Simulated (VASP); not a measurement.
ReAs3Os2:

```
CELL_PARAMETERS angstrom
4.32660 0.00000 0.00000
-2.16330 3.74694 0.00000
0.00000 0.00000 5.46348
ATOMIC_POSITIONS crystal
Re 0.00000 0.00000 0.00000
As 0.33333 0.66667 0.16533
As 0.66667 0.33333 0.83467
As 0.00000 0.00000 0.50000
Os 0.33333 0.66667 0.66470
Os 0.66667 0.33333 0.33530
```

- Program: VASP 6.6.1
- Task: relaxation of cell and atoms
- Functional: PBE
- Potentials or basis: VASP PAW PBE potentials, release 64 (Re, As, Os)
- Cutoff: 600 eV
- k mesh: 6 × 6 × 4
- Occupations: gaussian, width 0.1 eV
- Spin: no spin polarisation

At the start: pressure 0.3 GPa; volume 14.76 Å³/atom.

Q: Where does the relaxation end?

A: Over 5 steps the energy falls by 9.0 meV/atom; space group P-3m1 (No. 164, to 0.05 Å).

Step by step:
| step | energy change (eV) | largest force (eV/Å) | pressure (GPa) | volume (Å³) |
| --- | --- | --- | --- | --- |
| 1 | 0.0000 | 0.0579 | 0.31 | 88.57 |
| 2 | -0.0535 | 0.0373 | -0.77 | 88.90 |
| 3 | -0.0535 | 0.0371 | -0.77 | 88.90 |
| 4 | -0.0512 | 0.0236 | 1.62 | 88.01 |
| 5 | -0.0542 | 0.0329 | 0.02 | 88.60 |

Final structure:
```yaml
crystal:
  lattice:
    - [4.37865, 0.00000, 0.00000]
    - [-2.18933, 3.79202, 0.00000]
    - [0.00000, 0.00000, 5.33605]
  atoms:
    - { symbol: Re, position: [0.00000, 0.00000, 0.00000] }
    - { symbol: As, position: [0.33333, 0.66667, 0.16555] }
    - { symbol: As, position: [0.66667, 0.33333, 0.83445] }
    - { symbol: As, position: [0.00000, 0.00000, 0.50000] }
    - { symbol: Os, position: [0.33333, 0.66667, 0.66533] }
    - { symbol: Os, position: [0.66667, 0.33333, 0.33467] }
```
